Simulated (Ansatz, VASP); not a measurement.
SiO2: VASP beside Ansatz

```
Si O
1.0
    -4.47204    4.47204    2.61177
     4.47204   -4.47204    2.61177
     4.47204    4.47204   -2.61177
Si O
4 8
Direct
  0.17689 0.17689 0.35378
  0.82311 0.17689 0.00000
  0.17689 0.82311 0.00000
  0.82311 0.82311 0.64622
  0.50000 0.50000 0.50000
  0.00000 0.50000 0.00000
  0.50000 0.00000 0.00000
  0.00000 0.00000 0.50000
  0.00000 0.20855 0.20855
  0.79145 0.00000 0.79145
  0.20855 0.00000 0.20855
  0.00000 0.79145 0.79145
```

Alike in both runs: task electric field gradients; functional PBE; k mesh 5 × 5 × 5; occupations fermi-dirac, width 0.02 eV; no spin polarisation.

|  | VASP | Ansatz |
| --- | --- | --- |
| version | VASP 6.6.1 | Ansatz 0.2.0 |
| potentials or method | VASP PAW PBE potentials, release 64 (Si, O) | plane-wave PAW, scalar-relativistic |
| plane-wave cutoff (eV) | 520 | 420 |
| valence electrons in the cell | 64 | 64 |

```csv
,VASP,Ansatz,Ansatz less VASP
gap on the k mesh at the Fermi level (eV),5.45,5.46,+0.003
pressure (GPa),3.7,3.7,-0.06
"traceless stress, the component that is largest in VASP (GPa)",0.13,0.15,+0.017
rms of the force components (eV/Å),0.068,0.074,+0.0053
size of Vzz on the site where it differs most (V/Å²),97.7,106.5,+8.77
```

Atom by atom the forces differ by 0.010 eV/Å (rms over components). With one functional, cell and mesh, what is left measures potentials, basis and numerics.
